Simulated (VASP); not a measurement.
# CoO (R3m) in VASP: further runs

CoO is run at these levels: PBE; tasks: single point.

Program: VASP 6.6.1. These are calculated values, not measurements. Logs are shortened: lines on timing, memory, paths and dates and some standing lists are left out, and cuts for length are marked.

**1. The cell of the first run**

Symmetry: R3m, No. 160, trigonal system. Conventional cell: a = 3.204 Å, b = 3.204 Å, c = 7.699 Å, α = 90.00°, β = 90.00°, γ = 120.00°. Within 2.5 Å of Co (site symmetry 3m) lie 4 O at 1.91 to 1.96 Å. Within 2.5 Å of O (site symmetry 3m) lie 4 Co at 1.91 to 1.96 Å.

**2. Single point, PBE**

INCAR reads:

```
SYSTEM = CoO
PREC = Accurate
ENCUT = 520
EDIFF = 1E-6
ISMEAR = -1
SIGMA = 0.05
LREAL = .FALSE.
LASPH = .TRUE.
NELM = 80
ALGO = Normal
ISIF = 2
LWAVE = .FALSE.
LCHARG = .FALSE.
GGA = PE
NBANDS = 14
```

KPOINTS reads:

```
regular mesh
0
G
  10 10 10
  0 0 0
```

POSCAR reads:

```
CoO
1.0
    1.6022198417      0.9250420569      2.5664708903
   -1.6022198417      0.9250420569      2.5664708903
    0.0000000000     -1.8500841138      2.5664708903
Co O
1 1
Direct
    0.9989783200      0.9989783200      0.9989783200
    0.7510210300      0.7510210300      0.7510210300
```

Potentials or basis: VASP PAW PBE potentials, release 64 (Co, O).

Launch:

```bash
> cat potpaw_PBE.64/Co/POTCAR potpaw_PBE.64/O/POTCAR > POTCAR
> mpirun -np 1 vasp_std > vasp.out
```

OUTCAR:

```text
SYSTEM = CoO
   PREC = Accurate
   ENCUT = 520
   EDIFF = 1E-6
   ISMEAR = -1
   LREAL = .FALSE.
   LASPH = .TRUE.
   NELM = 80
   ISIF = 2
   GGA = PE

 ion  position               nearest neighbor table
   1  0.999  0.999  0.999-   2 1.91   2 1.96   2 1.96   2 1.96
   2  0.751  0.751  0.751-   1 1.91   1 1.96   1 1.96   1 1.96

  LATTYP: Found a trigonal (rhomboedric) cell.
 ALAT       =     3.1637926700
 COS(alpha) =     0.4870699110

  Lattice vectors:

 A1 = (   1.6022198417,   0.9250420569,   2.5664708903)
 A2 = (  -1.6022198417,   0.9250420569,   2.5664708903)
 A3 = (   0.0000000000,  -1.8500841138,   2.5664708903)

Analysis of symmetry for initial positions (statically):
=====================================================================
 Subroutine PRICEL returns:
 Original cell was already a primitive cell.

 Routine SETGRP: Setting up the symmetry group for a
 trigonal (rhombohedral) supercell.

 Subroutine GETGRP returns: Found  6 space group operations
 (whereof  6 operations were pure point group operations)
 out of a pool of 12 trial point group operations.

The static configuration has the point symmetry C_3v.

Analysis of symmetry for dynamics (positions and initial velocities):
=====================================================================
 Subroutine PRICEL returns:
 Original cell was already a primitive cell.

 Routine SETGRP: Setting up the symmetry group for a
 trigonal (rhombohedral) supercell.

 Subroutine GETGRP returns: Found  6 space group operations
 (whereof  6 operations were pure point group operations)
 out of a pool of 12 trial point group operations.

The dynamic configuration has the point symmetry C_3v.

 Subroutine INISYM returns: Found  6 space group operations
 (whereof  6 operations are pure point group operations),
 and found     1 'primitive' translations

----------------------------------------------------------------------------------------

                                     Primitive cell

  volume of cell :      22.8229

  direct lattice vectors                    reciprocal lattice vectors
     1.602219842  0.925042057  2.566470890     0.312067038  0.180171988  0.129880037
    -1.602219842  0.925042057  2.566470890    -0.312067038  0.180171988  0.129880037
     0.000000000 -1.850084114  2.566470890     0.000000000 -0.360343977  0.129880037

  length of vectors
     3.163792670  3.163792670  3.163792670     0.383036037  0.383036037  0.383036037

  position of ions in fractional coordinates (direct lattice)
     0.998978320  0.998978320  0.998978320
     0.751021030  0.751021030  0.751021030

  ion indices of the primitive-cell ions
   primitive index   ion index
                 1           1
                 2           2

----------------------------------------------------------------------------------------

 KPOINTS: regular mesh

Automatic generation of k-mesh.
 Grid dimensions read from file:
 generate k-points for:   10   10   10

 Generating k-lattice:

  Cartesian coordinates                     Fractional coordinates (reciprocal lattice)
     0.031206704  0.018017199  0.012988004     0.100000000  0.000000000  0.000000000
    -0.031206704  0.018017199  0.012988004     0.000000000  0.100000000  0.000000000
     0.000000000 -0.036034398  0.012988004     0.000000000  0.000000000  0.100000000

  Length of vectors
     0.038303604  0.038303604  0.038303604

  Shift w.r.t. Gamma in fractional coordinates (k-lattice)
     0.000000000  0.000000000  0.000000000

 Subroutine IBZKPT returns following result:
 ===========================================

 Found    116 irreducible k-points:

 Following reciprocal coordinates:
            Coordinates               Weight
  0.000000  0.000000  0.000000      1.000000
  0.100000  0.000000 -0.000000      6.000000
  0.200000  0.000000 -0.000000      6.000000
  0.300000  0.000000  0.000000      6.000000
  0.400000 -0.000000 -0.000000      6.000000
  0.500000  0.000000 -0.000000      3.000000
[... 16 lines left out ...]
  0.300000  0.300000  0.000000      6.000000
  0.400000  0.300000  0.000000     12.000000
 [... further k-points ...]
   k-points           NKPTS =    116   k-points in BZ     NKDIM =    116   number of bands    NBANDS=     14
   number of dos      NEDOS =    301   number of ions     NIONS =      2
   total plane-waves  NPLWV =  13824
   dimension x,y,z NGX =    24 NGY =   24 NGZ =   24
   dimension x,y,z NGXF=    48 NGYF=   48 NGZF=   48
   ions per type =               1   1
   NGX,Y,Z   is equivalent  to a cutoff of  12.61, 12.61, 12.61 a.u.
   NGXF,Y,Z  is equivalent  to a cutoff of  25.22, 25.22, 25.22 a.u.
 SYSTEM =  CoO
   PREC   = accura    normal or accurate (medium, high low for compatibility)
   ISTART =      0    job   : 0-new  1-cont  2-samecut
   ICHARG =      2    charge: 1-file 2-atom 10-const
   ISPIN  =      1    spin polarized calculation?
   LNONCOLLINEAR =      F non collinear calculations
[... 28 lines left out ...]
   LORBIT       =      0    0 simple, 1 ext, 2 COOP (PROOUT), +10 PAW based schemes
   GGA     = PE    functional components
   LHFCALC =     F    Hartree Fock is set to
   AEXX    =    0.0000 exact exchange contribution
   IVDW    =     0    specifies the selected vdW correction
   LEPSILON=     F    determine dielectric tensor
   LRPA    =     F    only Hartree local field effects (RPA)
 non-spin polarized calculation
  energy-cutoff  :      520.00
  volume of cell :       22.82
 maximum number of plane-waves:       628
   NGX = 11   NGY = 11   NGZ = 11

 number of electron      15.0000010 magnetization

 Free energy of the ion-electron system (eV)
  ---------------------------------------------------
  ext. energy  EPLUGINS =         0.00000000
  ---------------------------------------------------
  free energy    TOTEN  =       -13.00452107 eV

  energy without entropy =      -12.97759355  energy(sigma->0) =      -12.99105731

 E-fermi :   6.1605     XC(G=0): -11.2628

 val. band max:        6.1595686047   @ k =   0.4000   0.3000   0.0000
 cond. band min:       6.1807344171   @ k =  -0.4000   0.5000   0.2000
 fundamental gap:      0.0211658124
 Fermi energy:         6.1605355932

 k-point     1 :       0.0000    0.0000    0.0000
  band No.  band energies     occupation
      1     -14.1990      2.00000
      2       0.1953      2.00000
      3       0.2698      2.00000
      4       0.2698      2.00000
      5       4.8775      2.00000
      6       4.8775      2.00000
      7       6.3465      0.04735
      8       7.3494      0.00000
      9       7.3494      0.00000
     10       7.4441      0.00000
     11      20.2947      0.00000
     12      20.2947      0.00000
     13      20.8714      0.00000
     14      26.4063      0.00000

 k-point     2 :       0.1000    0.0000   -0.0000
  band No.  band energies     occupation
      1     -14.1435      2.00000
      2       0.0672      2.00000
      3       0.2389      2.00000
      4       0.2965      2.00000
      5       4.8596      2.00000
      6       4.8598      2.00000
      7       6.6022      0.00029
      8       7.3025      0.00000
      9       7.3312      0.00000
     10       7.3990      0.00000
     11      19.3355      0.00000
     12      20.3943      0.00000
     13      20.9046      0.00000
     14      25.3155      0.00000

 k-point     3 :       0.2000    0.0000   -0.0000
  band No.  band energies     occupation
      1     -13.9964      2.00000
      2      -0.3321      2.00000
      3       0.3124      2.00000
      4       0.3624      2.00000
      5       4.8383      2.00000
      6       4.8394      2.00000
      7       6.4146      0.01234
      8       7.1588      0.00000
      9       7.2170      0.00000
     10       8.1435      0.00000
     11      17.4349      0.00000
     12      20.5051      0.00000
     13      20.9445      0.00000
     14      24.6237      0.00000
[... 324 lines left out ...]
 k-point    23 :       0.3000    0.3000    0.0000
  band No.  band energies     occupation
      1     -13.6810      2.00000
      2      -0.8519      2.00000
      3       0.5506      2.00000
      4       0.5966      2.00000
      5       4.3200      2.00000
      6       5.1055      2.00000
      7       6.3099      0.09599
      8       6.3313      0.06360
      9       6.3851      0.02217
     10       9.8867      0.00000
     11      17.6860      0.00000
     12      18.3242      0.00000
     13      19.9849      0.00000
     14      20.3102      0.00000

 k-point    24 :       0.4000    0.3000    0.0000
  band No.  band energies     occupation
      1     -13.5620      2.00000
      2      -0.9177      2.00000
      3       0.6153      2.00000
      4       0.6360      2.00000
      5       4.3002      2.00000
      6       5.1439      2.00000
      7       5.6726      1.99988
      8       6.1596      1.00967
      9       6.2689      0.20545
     10      10.8368      0.00000
     11      16.7745      0.00000
     12      17.5978      0.00000
     13      20.3794      0.00000
     14      20.7089      0.00000

 [... further k-points ...]

------------------------ aborting loop because EDIFF is reached ----------------------------------------

  FORCE on cell =-STRESS in cart. coord.  units (eV):
  Direction    XX          YY          ZZ          XY          YZ          ZX
  --------------------------------------------------------------------------------------
  -------------------------------------------------------------------------------------
  Total       -2.1023980     -2.1023980     -1.7281179     -0.0000000     -0.0000000      0.0000000
  in kB     -147.5891202   -147.5891202   -121.3145188     -0.0000000     -0.0000000      0.0000000
  external PRESSURE =    -138.8309198 kB  Pullay stress =       0.0000000 kB

 VOLUME and BASIS-vectors are now :
 -----------------------------------------------------------------------------
  energy-cutoff  :      520.00
  volume of cell :       22.82
      direct lattice vectors                 reciprocal lattice vectors
     1.602219842  0.925042057  2.566470890     0.312067038  0.180171988  0.129880037
    -1.602219842  0.925042057  2.566470890    -0.312067038  0.180171988  0.129880037
     0.000000000 -1.850084114  2.566470890     0.000000000 -0.360343977  0.129880037

 POSITION                                       TOTAL-FORCE (eV/Angst)
 -----------------------------------------------------------------------------------
      0.00000      0.00000      7.69155         0.000000      0.000000      0.205447
      0.00000      0.00000      5.78242         0.000000     -0.000000     -0.205447
 -----------------------------------------------------------------------------------
    total drift:                               -0.000000      0.000000     -0.000032

  FREE ENERGIE OF THE ION-ELECTRON SYSTEM (eV)
  ---------------------------------------------------
  free  energy   TOTEN  =       -13.0045210699 eV

  energy  without entropy=      -12.9775935484  energy(sigma->0) =      -12.99105731
```

It took 11 s on 1 thread of Intel Xeon 6975P-C (Granite Rapids), shared host; peak memory 0.16 GiB.

Results:

* Free energy: -13.0045 eV
* Pressure: -13.9 GPa
* Largest force: 0.205 eV/Å

Forces in eV/Å, atoms in the order of the input:
```
Co   0.000  0.000  0.205
O    0.000  0.000 -0.205
```

Stress tensor (GPa, compression positive):
```
-14.76   0.00   0.00
  0.00 -14.76   0.00
  0.00   0.00 -12.13
```

Levels at points of the mesh, in eV from the Fermi level:
```tsv
k point	band 5	band 6	band 7	band 8	band 9	band 10
(0.00, 0.00, 0.00)	-1.28	-1.28	0.19	1.19	1.19	1.28
(0.50, 0.00, 0.00)	-1.14	-1.11	-1.09	0.40	0.44	5.80
(0.50, 0.50, 0.00)	-1.94	-0.93	-0.77	-0.49	-0.41	5.56
(0.50, 0.50, 0.50)	-1.23	-1.13	-1.13	0.30	0.30	5.76
```

Caveat: an odd number of electrons without spin polarisation forces a metal; a magnetic or distorted state may lie lower; the run has no spin polarisation, though such a crystal can be magnetic; semilocal functionals often make such compounds metallic where correlation or magnetic order opens a gap, which also shifts bond lengths. With open d or f shells a metallic result of PBE can be an artefact of self-interaction; +U or a hybrid may open a gap.

**3. Single point, PBE, collinear spin, ferromagnetic start**

INCAR reads:

```
SYSTEM = CoO
ALGO = Normal
EDIFF = 1E-6
ENCUT = 520
GGA = PE
ISIF = 2
ISMEAR = -1
ISPIN = 2
LASPH = .True.
LCHARG = .False.
LMAXMIX = 4
LORBIT = 11
LREAL = .False.
LWAVE = .False.
MAGMOM = 1.71 0
NBANDS = 18
NELM = 150
PREC = Accurate
SIGMA = 0.05
```

KPOINTS reads:

```
k-points
0
Gamma
  10 10 10
  0 0 0
```

POSCAR is that of step 2.

Potentials or basis: VASP PAW PBE potentials, release 64 (Co, O).

Launch:

```bash
> cat potpaw_PBE.64/Co/POTCAR potpaw_PBE.64/O/POTCAR > POTCAR
> mpirun -np 1 vasp_std > vasp.out
```

Wall time 31 s (1 thread of Intel Xeon 6975P-C (Granite Rapids), shared host); peak memory 0.2 GiB.

It converged, with:

```yaml
Free_energy: -13.3693 eV
Pressure: -0.4 GPa
Largest_force: 0.263 eV/Å
Net_moment: 2.74 μB per cell
Site_moments: Co +2.36; O +0.29 μB
Valence_electrons_inside_the_program's_atomic_spheres: Co 8.01; O 4.99
```

Forces on the atoms (eV/Å):
```
Co   0.000  0.000  0.263
O    0.000  0.000 -0.263
```

Stress tensor (GPa, compression positive):
```
-2.15  0.00  0.00
 0.00 -2.15  0.00
 0.00  0.00  3.23
```

Levels at points of the mesh, in eV from the Fermi level:
Spin up:
| k point | band 5 | band 6 | band 7 | band 8 | band 9 | band 10 | band 11 | band 12 | band 13 | band 14 |
| --- | --- | --- | --- | --- | --- | --- | --- | --- | --- | --- |
| (0.00, 0.00, 0.00) | -2.18 | -2.18 | 0.17 | 0.28 | 0.28 | 0.44 | 14.06 | 14.06 | 14.64 | 20.13 |
| (0.50, 0.00, 0.00) | -2.47 | -2.13 | -2.12 | -0.50 | -0.45 | 5.77 | 6.96 | 13.58 | 13.93 | 17.55 |
| (0.50, 0.50, 0.00) | -3.14 | -1.89 | -1.80 | -1.66 | -1.49 | 5.23 | 9.98 | 11.17 | 14.18 | 14.50 |
| (0.50, 0.50, 0.50) | -2.54 | -2.16 | -2.16 | -0.61 | -0.61 | 5.74 | 7.28 | 13.48 | 13.48 | 17.27 |
Spin down:
| k point | band 3 | band 4 | band 5 | band 6 | band 7 | band 8 | band 9 | band 10 |
| --- | --- | --- | --- | --- | --- | --- | --- | --- |
| (0.00, 0.00, 0.00) | -4.92 | -4.92 | -0.53 | -0.53 | 0.69 | 2.62 | 2.62 | 2.70 |
| (0.50, 0.00, 0.00) | -4.76 | -4.73 | -0.31 | -0.29 | 0.31 | 1.77 | 1.80 | 6.24 |
| (0.50, 0.50, 0.00) | -4.48 | -4.44 | -0.76 | -0.15 | 0.02 | 0.95 | 1.01 | 6.24 |
| (0.50, 0.50, 0.50) | -4.68 | -4.68 | -0.27 | -0.27 | 0.14 | 1.65 | 1.65 | 6.19 |

Caveat: a cell with one magnetic atom can't hold antiferromagnetic order, which such compounds often take; semilocal functionals often make such compounds metallic where correlation or magnetic order opens a gap, which also shifts bond lengths. With open d or f shells a metallic result of PBE can be an artefact of self-interaction; +U or a hybrid may open a gap.

**4. Single point, PBE, collinear spin, ferromagnetic start**

INCAR reads:

```
SYSTEM = CoO
PREC = Accurate
ENCUT = 600
EDIFF = 1E-6
ISMEAR = -1
SIGMA = 0.05
LREAL = .FALSE.
LASPH = .TRUE.
NELM = 200
ALGO = Normal
ISIF = 2
LWAVE = .FALSE.
LCHARG = .TRUE.
ISPIN = 2
MAGMOM = 2.5 0
LORBIT = 11
NUPDOWN = 2.5
LMAXMIX = 4
GGA = PE
LELF = .TRUE.
LVHAR = .TRUE.
NBANDS = 22
GGA_COMPAT = .FALSE.
```

KPOINTS reads:

```
Automatic mesh
0
G
  9 9 9
  0 0 0
```

POSCAR is that of step 3.

Potentials or basis: VASP PAW PBE potentials, release 64 (Co_sv, O).

Launch:

```bash
> cat potpaw_PBE.64/Co_sv/POTCAR potpaw_PBE.64/O/POTCAR > POTCAR
> mpirun -np 1 vasp_std > vasp.out
```

Run time: 67 s. Hardware: 1 thread of Intel Xeon 6975P-C (Granite Rapids), shared host; peak memory 0.22 GiB.

Results (log left out):

```yaml
Free_energy: -13.4399 eV
Pressure: -4.4 GPa
Largest_force: 0.218 eV/Å
Net_moment: 2.50 μB per cell
Site_moments: Co +2.13; O +0.23 μB
Valence_electrons_inside_the_program's_atomic_spheres: Co 14.95; O 4.98
```

Forces on the atoms (eV/Å):
```
Co   0.000  0.000  0.218
O    0.000  0.000 -0.218
```

Stress tensor (GPa, compression positive):
```
-6.03  0.00  0.00
 0.00 -6.03  0.00
 0.00  0.00 -1.26
```

Caveat: the total moment is fixed, so each spin has its own Fermi level; a cell with one magnetic atom can't hold antiferromagnetic order, which such compounds often take.

**5. Single point, PBE, collinear spin, zero start**

INCAR reads:

```
PREC     = Accurate       # precision mode
ENCUT    = 600            # plane-wave cutoff, eV
EDIFF    = 1E-6           # SCF threshold, eV
ISMEAR   = -1             # smearing method
SIGMA    = 0.05           # smearing width, eV
LREAL    = False          # projectors in reciprocal space
LASPH    = True           # aspherical terms in the spheres
NELM     = 200            # most SCF steps
ALGO     = Normal         # electronic algorithm
ISIF     = 2              # what is computed and relaxed
LWAVE    = False          # write WAVECAR
LCHARG   = False          # write CHGCAR
ISPIN    = 2              # spin polarisation
MAGMOM   = 0 0            # initial moments
LORBIT   = 11             # projections on sites
NUPDOWN  = 0.0            # fixed moment
LMAXMIX  = 4              # l up to which the mixer works
GGA      = PE             # functional
NBANDS   = 22             # bands
GGA_COMPAT= False
```

KPOINTS reads:

```
regular mesh
0
Gamma
  9 9 9
```

POSCAR is that of step 4.

Launch:

```bash
> cat potpaw_PBE.64/Co_sv/POTCAR potpaw_PBE.64/O/POTCAR > POTCAR
> mpirun -np 1 vasp_std > vasp.out
```

It took 83 s on 1 thread of Intel Xeon Platinum 8488C (Sapphire Rapids), shared host; peak memory 0.22 GiB.

The run converged. Its results:

```
Free energy                                           : -13.0682 eV
Pressure                                              : -15.7 GPa
Largest force                                         : 0.198 eV/Å
Net moment                                            : 0.00 μB per cell
Valence electrons inside the program's atomic spheres : Co 14.99; O 4.94
```

Forces in eV/Å, atoms in the order of the input:
```
Co   0.000  0.000  0.198
O    0.000  0.000 -0.198
```

Stress tensor (GPa, compression positive):
```
-16.55   0.00   0.00
  0.00 -16.55   0.00
  0.00   0.00 -14.00
```

Caveat: the total moment is fixed, so each spin has its own Fermi level.

**6. The runs side by side**

```csv
potentials or basis,spin,fixed moment (μB),k mesh,cutoff (eV),second run,gap on the mesh (eV),pressure (GPa),moment (μB),largest force (eV/Å)
"VASP PAW PBE potentials, release 64 (Co, O)",off,-,10 × 10 × 10,520,-,none,-13.9,-,0.21
"VASP PAW PBE potentials, release 64 (Co, O)","collinear, ferromagnetic start",-,10 × 10 × 10,520,-,none,-0.4,2.74,0.26
"VASP PAW PBE potentials, release 64 (Co_sv, O)","collinear, ferromagnetic start",2.5,9 × 9 × 9,600,valence_matched,-,-4.4,2.50,0.22
"VASP PAW PBE potentials, release 64 (Co_sv, O)","collinear, zero start",0.0,9 × 9 × 9,600,valence_matched,-,-15.7,0.00,0.20
```

Alike in all rows: task single point; level PBE; cell as given; smearing fermi-dirac 0.05 eV.

Caveats: semilocal functionals often make such compounds metallic where correlation or magnetic order opens a gap, which also shifts bond lengths (some runs); a cell with one magnetic atom can't hold antiferromagnetic order, which such compounds often take (some runs); the total moment is fixed, so each spin has its own Fermi level (some runs); an odd number of electrons without spin polarisation forces a metal (some runs); a magnetic or distorted state may lie lower (some runs).

Absolute energies hang on the potentials; compare differences alone.
